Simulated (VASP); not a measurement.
# WS2 (Cm) in VASP: further runs, part 3 of 3

VASP 6.6.1.

## (4) Electric field gradients, PBEsol (shortest bond scaled by 0.88)

The input, INCAR:

```
SYSTEM = WS2
PREC = Accurate
ENCUT = 520
EDIFF = 1E-8
ISMEAR = -1
SIGMA = 0.05
LREAL = .FALSE.
LASPH = .TRUE.
NELM = 100
ALGO = Normal
ISIF = 2
LWAVE = .FALSE.
LCHARG = .FALSE.
GGA = PS
LEFG = .TRUE.
NBANDS = 20
```

The input, KPOINTS:

```
Automatic mesh
0
G
  11 11 11
  0 0 0
```

The input, POSCAR:

```
WS2
1.0
    1.5790000000      0.9116360751      6.1633333333
   -1.5790000000      0.9116360751      6.1633333333
    0.0000000000     -1.8232721501      6.1633333333
W S
1 2
Direct
   -0.0450180000      0.0149820000      0.0149820000
    0.2947180000      0.2347180000      0.2347180000
    0.4190000000      0.4190000000      0.4190000000
```

Potentials or basis: VASP PAW PBE potentials, release 64 (W_sv, S).

The run is started by

```bash
cat potpaw_PBE.64/W_sv/POTCAR potpaw_PBE.64/S/POTCAR > POTCAR
mpirun -np 1 vasp_std > vasp.out
```

OUTCAR:

```text
SYSTEM = WS2
   PREC = Accurate
   ENCUT = 520
   EDIFF = 1E-8
   ISMEAR = -1
   LREAL = .FALSE.
   LASPH = .TRUE.
   NELM = 100
   ISIF = 2
   GGA = PS

 ion  position               nearest neighbor table
   1  0.955  0.015  0.015-   2 2.10   2 2.37   2 2.37   3 2.40   3 2.52   3 2.52
   2  0.295  0.235  0.235-   1 2.10   1 2.37   1 2.37
   3  0.419  0.419  0.419-   1 2.40   1 2.52   1 2.52

  LATTYP: Found a trigonal (rhomboedric) cell.
 ALAT       =     6.4273633094
 COS(alpha) =     0.8792940837

  Lattice vectors:

 A1 = (   1.5790000000,   0.9116360751,   6.1633333333)
 A2 = (  -1.5790000000,   0.9116360751,   6.1633333333)
 A3 = (   0.0000000000,  -1.8232721501,   6.1633333333)

Analysis of symmetry for initial positions (statically):
=====================================================================
 Subroutine PRICEL returns:
 Original cell was already a primitive cell.

 Routine SETGRP: Setting up the symmetry group for a
 trigonal (rhombohedral) supercell.

 Subroutine GETGRP returns: Found  2 space group operations
 (whereof  2 operations were pure point group operations)
 out of a pool of 12 trial point group operations.

The static configuration has the point symmetry C_1h.

Analysis of symmetry for dynamics (positions and initial velocities):
=====================================================================
 Subroutine PRICEL returns:
 Original cell was already a primitive cell.

 Routine SETGRP: Setting up the symmetry group for a
 trigonal (rhombohedral) supercell.

 Subroutine GETGRP returns: Found  2 space group operations
 (whereof  2 operations were pure point group operations)
 out of a pool of 12 trial point group operations.

The dynamic configuration has the point symmetry C_1h.

 Subroutine INISYM returns: Found  2 space group operations
 (whereof  2 operations are pure point group operations),
 and found     1 'primitive' translations

----------------------------------------------------------------------------------------

                                     Primitive cell

  volume of cell :      53.2317

  direct lattice vectors                    reciprocal lattice vectors
     1.579000000  0.911636075  6.163333333     0.316656111  0.182821491  0.054083288
    -1.579000000  0.911636075  6.163333333    -0.316656111  0.182821491  0.054083288
     0.000000000 -1.823272150  6.163333333     0.000000000 -0.365642982  0.054083288

  length of vectors
     6.427363309  6.427363309  6.427363309     0.369621147  0.369621147  0.369621147

  position of ions in fractional coordinates (direct lattice)
     0.954982000  0.014982000  0.014982000
     0.294718000  0.234718000  0.234718000
     0.419000000  0.419000000  0.419000000

  ion indices of the primitive-cell ions
   primitive index   ion index
                 1           1
                 2           2
                 3           3

----------------------------------------------------------------------------------------
[... 79 lines left out ...]
   TEBEG  =    0.0;   TEEND  =   0.0 temperature during run
   PSTRESS=    0.0 pullay stress
   NELECT =      26.0000    total number of electrons
   NUPDOWN=      -1.0000    fix difference up-down
   EMIN   =  10.00;   EMAX   =-10.00  energy-range for DOS
   EFERMI =   0.00;   METHOD = LEGACY
   ISMEAR =    -1;   SIGMA  =   0.05  broadening in eV -4-tet -1-fermi 0-gaus
   EFERMI_NEDOS =   21; number of points for ismear=-14 and -15
   IALGO  =     38    algorithm
   IMIX   =      4    mixing-type and parameters
     AMIX     =   0.40;   BMIX     =  1.00
     AMIX_MAG =   1.60;   BMIX_MAG =  1.00
  volume/ion in A,a.u.               =      17.74       119.74
  Fermi-wavevector in a.u.,A,eV,Ry     =   1.289266  2.436359 22.615687  1.662206
  Thomas-Fermi vector in A             =   2.421169
   LORBIT       =      0    0 simple, 1 ext, 2 COOP (PROOUT), +10 PAW based schemes
   GGA     = PS    functional components
   LHFCALC =     F    Hartree Fock is set to
   AEXX    =    0.0000 exact exchange contribution
   IVDW    =     0    specifies the selected vdW correction
   LEPSILON=     F    determine dielectric tensor
   LRPA    =     F    only Hartree local field effects (RPA)
 non-spin polarized calculation
  energy-cutoff  :      520.00
  volume of cell :       53.23
 maximum number of plane-waves:      1450
   NGX = 23   NGY = 23   NGZ = 23

 number of electron      26.0000000 magnetization

 Free energy of the ion-electron system (eV)
  ---------------------------------------------------
  ext. energy  EPLUGINS =         0.00000000
  ---------------------------------------------------
  free energy    TOTEN  =       -24.29184506 eV

  energy without entropy =      -24.29180285  energy(sigma->0) =      -24.29182395

 E-fermi :   7.8884     XC(G=0): -11.0494

 val. band max:        7.6798924246   @ k =   0.4545   0.4545   0.4545
 cond. band min:       8.1325231640   @ k =  -0.0000  -0.1818   0.1818
 fundamental gap:      0.4526307395
 Fermi energy:         7.8883652222

 k-point     1 :       0.0000    0.0000    0.0000
  band No.  band energies     occupation
      1     -67.1439      2.00000
      2     -31.5119      2.00000
      3     -31.3265      2.00000
      4     -31.2496      2.00000
      5      -8.4857      2.00000
      6      -6.2584      2.00000
[... 541 lines left out ...]
     19      14.7172      0.00000
     20      15.6055      0.00000

 [... further k-points ...]

------------------------ aborting loop because EDIFF is reached ----------------------------------------

  FORCE on cell =-STRESS in cart. coord.  units (eV):
  Direction    XX          YY          ZZ          XY          YZ          ZX
  --------------------------------------------------------------------------------------
  -------------------------------------------------------------------------------------
  Total        3.9362033      1.4634813      5.1061198      2.1414401      2.2211556      3.8471542
  in kB      118.4725034     44.0481037    153.6848455     64.4534209     66.8527116    115.7922883
  external PRESSURE =     105.4018175 kB  Pullay stress =       0.0000000 kB

 VOLUME and BASIS-vectors are now :
 -----------------------------------------------------------------------------
  energy-cutoff  :      520.00
  volume of cell :       53.23
      direct lattice vectors                 reciprocal lattice vectors
     1.579000000  0.911636075  6.163333333     0.316656111  0.182821491  0.054083288
    -1.579000000  0.911636075  6.163333333    -0.316656111  0.182821491  0.054083288
     0.000000000 -1.823272150  6.163333333     0.000000000 -0.365642982  0.054083288

 POSITION                                       TOTAL-FORCE (eV/Angst)
 -----------------------------------------------------------------------------------
      1.48426      0.85694      6.07055         4.382108      2.530011      6.460683
      0.09474      0.05470      4.70974        -3.698738     -2.135468     -5.243340
      0.00000      0.00000      7.74731        -0.683369     -0.394543     -1.217343
 -----------------------------------------------------------------------------------
    total drift:                               -0.000031     -0.000018      0.000048

  FREE ENERGIE OF THE ION-ELECTRON SYSTEM (eV)
  ---------------------------------------------------
  free  energy   TOTEN  =       -24.2918450559 eV

  energy  without entropy=      -24.2918028470  energy(sigma->0) =      -24.29182395

 Electric field gradients (V/A^2)
---------------------------------------------------------------------
 ion       V_xx      V_yy      V_zz      V_xy      V_xz      V_yz
---------------------------------------------------------------------
   1      30.632   142.188  -172.820   -96.610   -97.718   -56.417
   2      31.298    44.171   -75.469   -11.148   -41.316   -23.854
   3      16.000    12.304   -28.304     3.201    15.805     9.125
---------------------------------------------------------------------

 Electric field gradients after diagonalization (V/A^2)
 (convention: |V_zz| > |V_xx| > |V_yy|)
----------------------------------------------------------------------
 ion       V_xx      V_yy      V_zz     asymmetry (V_yy - V_xx)/ V_zz
----------------------------------------------------------------------
   1     197.965    35.864  -233.829       0.693
   2      50.607    43.924   -94.532       0.071
   3      24.193    10.456   -34.649       0.396
----------------------------------------------------------------------

           NMR quadrupolar parameters

 Cq : quadrupolar parameter    Cq=e*Q*V_zz/h
 eta: asymmetry parameters     (V_yy - V_xx)/ V_zz
 Q  : nuclear electric quadrupole moment in mb (millibarn)
----------------------------------------------------------------------
 ion       Cq(MHz)       eta       Q (mb)
----------------------------------------------------------------------
   1      -0.565       0.693       1.000
   2      -0.229       0.071       1.000
   3      -0.084       0.396       1.000
----------------------------------------------------------------------
```

OSZICAR:

```text
N       E                     dE             d eps       ncg     rms          rms(c)
DAV:   1     0.201134914511E+03    0.20113E+03   -0.13101E+04 14640   0.129E+03
DAV:   2    -0.148403303589E+02   -0.21598E+03   -0.20893E+03 16936   0.348E+02
DAV:   3    -0.254055149444E+02   -0.10565E+02   -0.10455E+02 18624   0.721E+01
DAV:   4    -0.255566139688E+02   -0.15110E+00   -0.15098E+00 17704   0.925E+00
DAV:   5    -0.255591949724E+02   -0.25810E-02   -0.25809E-02 18332   0.127E+00    0.311E+01
DAV:   6    -0.244725952244E+02    0.10866E+01   -0.54366E+00 16040   0.156E+01    0.128E+01
DAV:   7    -0.243534534546E+02    0.11914E+00   -0.15557E+00 15820   0.648E+00    0.586E+00
DAV:   8    -0.242936907759E+02    0.59763E-01   -0.37528E-01 16440   0.368E+00    0.160E+00
DAV:   9    -0.242923283254E+02    0.13625E-02   -0.18595E-02 19472   0.921E-01    0.614E-01
DAV:  10    -0.242917900085E+02    0.53832E-03   -0.41799E-03 17304   0.418E-01    0.146E-01
DAV:  11    -0.242918459631E+02   -0.55955E-04   -0.38156E-04 16884   0.125E-01    0.886E-02
DAV:  12    -0.242918392437E+02    0.67195E-05   -0.36919E-05 17608   0.407E-02    0.229E-02
DAV:  13    -0.242918449954E+02   -0.57517E-05   -0.73106E-06 16520   0.188E-02    0.422E-03
DAV:  14    -0.242918449554E+02    0.39992E-07   -0.82497E-07 20152   0.520E-03    0.179E-03
DAV:  15    -0.242918450322E+02   -0.76713E-07   -0.19342E-07 16548   0.303E-03    0.237E-03
DAV:  16    -0.242918450574E+02   -0.25263E-07   -0.86229E-09 12768   0.714E-04    0.456E-04
DAV:  17    -0.242918450559E+02    0.14979E-08   -0.38129E-09 10400   0.437E-04
   1 F= -.24291845E+02 E0= -.24291824E+02  d E =-.422090E-04
```

Run time: 28 min. Hardware: 1 thread of Oxide Virtual Turin-like, shared host; peak memory 0.55 GiB.

Results:

- Free energy: -24.2918 eV
- Pressure: 10.5 GPa
- Largest force: 8.206 eV/Å
- Band gap on the k mesh: 0.45 eV (least direct gap 1.00 eV)
- Largest electric field gradient by atom: W -233.8; S -94.5, -34.6 V/Å²

Forces on the atoms (eV/Å):
```
W    4.382  2.530  6.461
S   -3.699 -2.135 -5.243
S   -0.683 -0.395 -1.217
```

Stress tensor (GPa, compression positive):
```
11.85  6.45 11.58
 6.45  4.40  6.69
11.58  6.69 15.37
```

Electric field gradients, principal values (V/Å²):
| atom | least | middle | greatest (by size) |
| --- | --- | --- | --- |
| 1 W | 35.864 | 197.965 | -233.829 |
| 2 S | 43.924 | 50.607 | -94.532 |
| 3 S | 10.456 | 24.193 | -34.649 |

Caveat: the cell differs from its parent crystal (shortest bond scaled by 0.88); the cell stands under pressure; without QUAD_EFG the Cq values of the log hold for a quadrupole moment of 1 mb, not for the nuclei; the PAW data sets were made with another functional, which shifts forces and pressure a little; spin-orbit coupling is left out, which moves the levels of the heavy elements; an odd mesh through Γ misses points on the zone boundary, where band edges can lie.

## (5) Electric field gradients, PBEsol (shortest bond scaled by 0.82)

The input, INCAR:

```
ALGO     = Normal         # electronic algorithm
EDIFF    = 1E-8           # SCF threshold, eV
ENCUT    = 520            # plane-wave cutoff, eV
GGA      = PS             # functional
ISIF     = 2              # what is computed and relaxed
ISMEAR   = -1             # smearing method
LASPH    = T              # aspherical terms in the spheres
LCHARG   = F              # write CHGCAR
LEFG     = T            
LREAL    = F              # projectors in reciprocal space
LWAVE    = F              # write WAVECAR
NBANDS   = 20             # bands
NELM     = 60             # most SCF steps
PREC     = Accurate       # precision mode
SIGMA    = 0.05           # smearing width, eV
```

The input, KPOINTS:

```
k-points
0
Gamma
  11 11 11
```

The input, POSCAR:

```
WS2
1.0
    1.5790000000      0.9116360751      6.1633333333
   -1.5790000000      0.9116360751      6.1633333333
    0.0000000000     -1.8232721501      6.1633333333
W S
1 2
Direct
   -0.0675270000      0.0224730000      0.0224730000
    0.3172270000      0.2272270000      0.2272270000
    0.4190000000      0.4190000000      0.4190000000
```

Potentials or basis: VASP PAW PBE potentials, release 64 (W_sv, S).

The run is started by

```bash
cat potpaw_PBE.64/W_sv/POTCAR potpaw_PBE.64/S/POTCAR > POTCAR
mpirun -np 1 vasp_std > vasp.out
```

OUTCAR:

```text
EDIFF = 1E-8
   ENCUT = 520
   GGA = PS
   ISIF = 2
   ISMEAR = -1
   LASPH = T
   LREAL = F
   NELM = 60
   PREC = Accurate

 ion  position               nearest neighbor table
   1  0.932  0.022  0.022-   2 1.96   2 2.37   2 2.37   3 2.39   3 2.57   3 2.57
   2  0.317  0.227  0.227-   1 1.96   1 2.37   1 2.37
   3  0.419  0.419  0.419-   1 2.39   1 2.57   1 2.57

  LATTYP: Found a trigonal (rhomboedric) cell.
 ALAT       =     6.4273633094
 COS(alpha) =     0.8792940837

  Lattice vectors:

 A1 = (   1.5790000000,   0.9116360751,   6.1633333333)
[... 771 lines left out ...]

 Electric field gradients (V/A^2)
---------------------------------------------------------------------
 ion       V_xx      V_yy      V_zz      V_xy      V_xz      V_yz
---------------------------------------------------------------------
   1       4.013   169.170  -173.183  -143.030  -165.900   -95.783
   2      27.054    52.414   -79.468   -21.963   -70.391   -40.640
   3      10.631     8.024   -18.655     2.258    18.203    10.510
---------------------------------------------------------------------

 Electric field gradients after diagonalization (V/A^2)
 (convention: |V_zz| > |V_xx| > |V_yy|)
----------------------------------------------------------------------
 ion       V_xx      V_yy      V_zz     asymmetry (V_yy - V_xx)/ V_zz
----------------------------------------------------------------------
   1     251.748    71.446  -323.195       0.558
   2      65.094    61.304  -126.398       0.030
   3      22.635     6.720   -29.355       0.542
----------------------------------------------------------------------

           NMR quadrupolar parameters

 Cq : quadrupolar parameter    Cq=e*Q*V_zz/h
 eta: asymmetry parameters     (V_yy - V_xx)/ V_zz
 Q  : nuclear electric quadrupole moment in mb (millibarn)
----------------------------------------------------------------------
 ion       Cq(MHz)       eta       Q (mb)
----------------------------------------------------------------------
   1      -0.781       0.558       1.000
   2      -0.306       0.030       1.000
   3      -0.071       0.542       1.000
----------------------------------------------------------------------
```

It took 28 min on 1 thread of Oxide Virtual Turin-like, shared host; peak memory 0.55 GiB.

Results:

```
Free energy                             : -22.8271 eV
Pressure                                : 21.9 GPa
Largest force                           : 14.399 eV/Å
Band gap on the k mesh                  : 0.08 eV (least direct gap 0.34 eV)
Largest electric field gradient by atom : W -323.2; S -126.4, -29.4 V/Å²
```

Forces in eV/Å, atoms in the order of the input:
```
W    8.167  4.715 10.881
S   -7.452 -4.303 -9.544
S   -0.715 -0.413 -1.337
```

Electric field gradients, principal values (V/Å²):
| atom | least | middle | greatest (by size) |
| --- | --- | --- | --- |
| 1 W | 71.446 | 251.748 | -323.195 |
| 2 S | 61.304 | 65.094 | -126.398 |
| 3 S | 6.720 | 22.635 | -29.355 |

Caveat: the cell differs from its parent crystal (shortest bond scaled by 0.82); the cell stands under pressure; without QUAD_EFG the Cq values of the log hold for a quadrupole moment of 1 mb, not for the nuclei; the PAW data sets were made with another functional, which shifts forces and pressure a little; spin-orbit coupling is left out, which moves the levels of the heavy elements; an odd mesh through Γ misses points on the zone boundary, where band edges can lie.

## (6) Overview

```tsv
cell	k mesh	gap on the mesh (eV)	pressure (GPa)	largest force (eV/Å)
as given, atomic positions A	11 × 11 × 11, shifted	0.09	21.9	14.40
as given, atomic positions B	11 × 11 × 11	0.75	-2.5	3.65
as given, atomic positions C	11 × 11 × 11	0.45	10.5	8.21
as given, atomic positions A	11 × 11 × 11	0.08	21.9	14.40
```

Alike in all rows: task electric field gradients; level PBEsol; potentials or basis VASP PAW PBE potentials, release 64 (W_sv, S); no spin polarisation; cutoff (eV) 520; smearing fermi-dirac 0.05 eV.

Caveats: the PAW data sets were made with another functional, which shifts forces and pressure a little; spin-orbit coupling is left out, which moves the levels of the heavy elements; the cell stands under pressure (at least some runs); an odd mesh through Γ misses points on the zone boundary, where band edges can lie (at least some runs); a shifted mesh leaves out Γ, where band edges can lie (at least some runs).

Absolute energies hang on the potentials; compare differences alone.
